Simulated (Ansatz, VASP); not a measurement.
# GaP in VASP and in Ansatz

```xyz
2
Lattice="0.0000 2.7518 2.7518 2.7518 0.0000 2.7518 2.7518 2.7518 0.0000" Properties=species:S:1:pos:R:3 pbc="T T T"
Ga    0.0000    0.0000    0.0000
P     1.3759    1.3759    1.3759
```

Change from the starting cell: species swapped into the ZnTe type (F-43m, No. 216).

Alike in both runs: task single point; functional PBE; k mesh 6 × 6 × 6; occupations gaussian, width 0.1 eV; no spin polarisation.

|  | VASP | Ansatz |
| --- | --- | --- |
| version | VASP 6.6.1 | Ansatz 0.2.0 |
| potentials or method | VASP PAW PBE potentials, release 64 (Ga_d, P), cutoff 500 eV | scalar-relativistic, plane waves, PAW |
| valence electrons in the cell | 18 | 18 |

|  | VASP | Ansatz | Ansatz less VASP |
| --- | --- | --- | --- |
| gap on the k mesh at the Fermi level (eV) | 1.58 | 1.58 | +0.002 |
| least direct gap on the mesh (eV) | 1.59 | 1.59 | +0.003 |
| pressure (GPa) | 0.0 | 0.1 | +0.08 |
